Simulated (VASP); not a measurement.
Write the native input for VASP 6.6.1 that does the following.

```
Task                   : single point
Functional             : PBE
Potentials or basis    : VASP PAW PBE potentials, release 64 (Pd, Hg, Br, Cs_sv)
Cutoff                 : 520 eV
k mesh                 : 5 × 5 × 5
Occupations            : fermi-dirac, width 0.1 eV
Spin                   : no spin polarisation
Dipole correction      : no
Further INCAR settings : ALGO = Normal; EDIFF = 1e-06; NBANDS = 52
```

The structure of Cs2HgPdBr6 lies in POSCAR:

```
Cs2HgPdBr6
1.0
    0.0000000000      7.6987900000      0.0000000000
    7.6987900000      0.0000000000      0.0000000000
    3.8493950000      3.8493950000     -5.6321750000
Pd Hg Br Cs
1 1 6 2
Direct
    0.0000000000      0.0000000000      0.0000000000
    0.5000000000      0.5000000000      0.0000000000
    0.2880000000      0.2880000000      0.4240000000
    0.7120000000      0.7120000000      0.5760000000
    0.2180000000      0.2180000000      0.0000000000
    0.2180000000      0.7820000000      0.0000000000
    0.7820000000      0.7820000000      0.0000000000
    0.7820000000      0.2180000000      0.0000000000
    0.7500000000      0.2500000000      0.5000000000
    0.2500000000      0.7500000000      0.5000000000
```

These files were run (other wordings do the same):

INCAR

```
PREC = Accurate
ENCUT = 520
EDIFF = 1E-6
ISMEAR = -1
SIGMA = 0.1
LREAL = False
LASPH = True
NELM = 100
ALGO = Normal
ISIF = 2
LWAVE = False
LCHARG = False
GGA = PE
NBANDS = 52
```

KPOINTS

```
Automatic mesh
0
Gamma
  5 5 5
```

Potentials or basis: VASP PAW PBE potentials, release 64 (Pd, Hg, Br, Cs_sv).

Run with:

```sh
$ cat potpaw_PBE.64/Pd/POTCAR potpaw_PBE.64/Hg/POTCAR potpaw_PBE.64/Br/POTCAR potpaw_PBE.64/Cs_sv/POTCAR > POTCAR
$ mpirun -np 1 vasp_std > vasp.out
```

It gave:

- Pressure: 4.0 GPa
- Largest force: 1.386 eV/Å
- Band gap on the k mesh: 1.66 eV, indirect (least direct gap 1.70 eV)

Caveat: spin-orbit coupling is left out, which moves the levels of the heavy elements; forces of over 1 eV/Å act on the atoms, so gaps and moduli don't describe the material at rest.

Wall time 4.6 min on 1 thread of Intel(R) Xeon(R) Platinum 8488C (Sapphire Rapids), with other jobs on the host, peak memory 0.7 GiB.
